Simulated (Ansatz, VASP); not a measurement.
## NiGe: VASP beside Ansatz

Contents of INCAR:

```
SYSTEM = NiGe
  PREC = Accurate
  ENCUT = 520
  EDIFF = 1E-6
  ISMEAR = -1
  SIGMA = 0.05
  LREAL = .False.
  LASPH = .True.
  NELM = 150
  ALGO = Normal
  ISIF = 2
  LWAVE = .False.
  LCHARG = .False.
  ISPIN = 2
  MAGMOM = 0 0 0 0 1 -1 1 -1
  LORBIT = 11
  LMAXMIX = 4
  GGA = PS
  NBANDS = 62
  KPAR = 4
```

Contents of KPOINTS:

```
regular mesh
0
Gamma
  5 8 5
  0 0 0
```

POSCAR

```
NiGe
1.0
    5.3810000000      0.0000000000      0.0000000000
    0.0000000000      3.4280000000      0.0000000000
    0.0000000000      0.0000000000      5.8110000000
Ge Ni
4 4
Direct
    0.3120000000      0.7500000000      0.9170000000
    0.6880000000      0.2500000000      0.0830000000
    0.1880000000      0.2500000000      0.4170000000
    0.8120000000      0.7500000000      0.5830000000
    0.4950000000      0.7500000000      0.3100000000
    0.5050000000      0.2500000000      0.6900000000
    0.0050000000      0.2500000000      0.8100000000
    0.9950000000      0.7500000000      0.1900000000
```

File input.yaml:

```yaml
crystal:
  lattice:
    - [5.381, 0.0, 0.0]
    - [0.0, 3.428, 0.0]
    - [0.0, 0.0, 5.811]
  atoms:
    - { symbol: Ge, position: [0.312, 0.75, 0.917] }
    - { symbol: Ge, position: [0.688, 0.25, 0.083] }
    - { symbol: Ge, position: [0.188, 0.25, 0.417] }
    - { symbol: Ge, position: [0.812, 0.75, 0.583] }
    - { symbol: Ni, position: [0.495, 0.75, 0.31], spin: 1.0 }
    - { symbol: Ni, position: [0.505, 0.25, 0.69], spin: -1.0 }
    - { symbol: Ni, position: [0.005, 0.25, 0.81], spin: 1.0 }
    - { symbol: Ni, position: [0.995, 0.75, 0.19], spin: -1.0 }
hamiltonian:
  xc: pbesol
  pseudopotentials: { kind: paw }
magnetization:
  spin_polarized: true
kpoints:
  mp_grid: { grid: [5, 8, 5] }
scf:
  occupations: { method: fermi_dirac, width: 0.05 }
output:
  forces: true
  stress: true
  eigenvalues: true
  write_density: true
  write_potential: true
  elf: true
  volumetric_format: npy
```

Alike in both runs: task single point; functional PBEsol; k mesh 5 × 8 × 5; occupations fermi-dirac, width 0.05 eV; collinear spin.

|  | VASP | Ansatz |
| --- | --- | --- |
| version | VASP 6.6.1 | Ansatz 0.2.0 |
| potentials or method | VASP PAW PBE potentials, release 64 (Ge_d, Ni) | Ansatz PAW |
| plane-wave cutoff (eV) | 520 | 420 |
| valence electrons in the cell | 96 | 128 |

|  | VASP | Ansatz | Ansatz less VASP |
| --- | --- | --- | --- |
| gap on the k mesh at the Fermi level (eV) | none | none | - |
| pressure (GPa) | -3.0 | -3.2 | -0.23 |
| traceless stress, the component that is largest in VASP (GPa) | -0.95 | -0.99 | -0.039 |
| rms of the force components (eV/Å) | 0.079 | 0.076 | -0.0022 |
| net moment per atom (μB) | 0.00 | 0.00 | 0.000 |

VASP's potentials were made for PBE, not for PBEsol. Atom by atom the forces differ by 0.003 eV/Å (rms over components). A gap of «none» marks a metal or a gap that the smearing closes. With one functional, cell and mesh, what is left measures potentials, basis and numerics. VASP's potentials hold 96 valence electrons a cell and Ansatz's 128, so a difference there can come from the potentials and not from the codes.
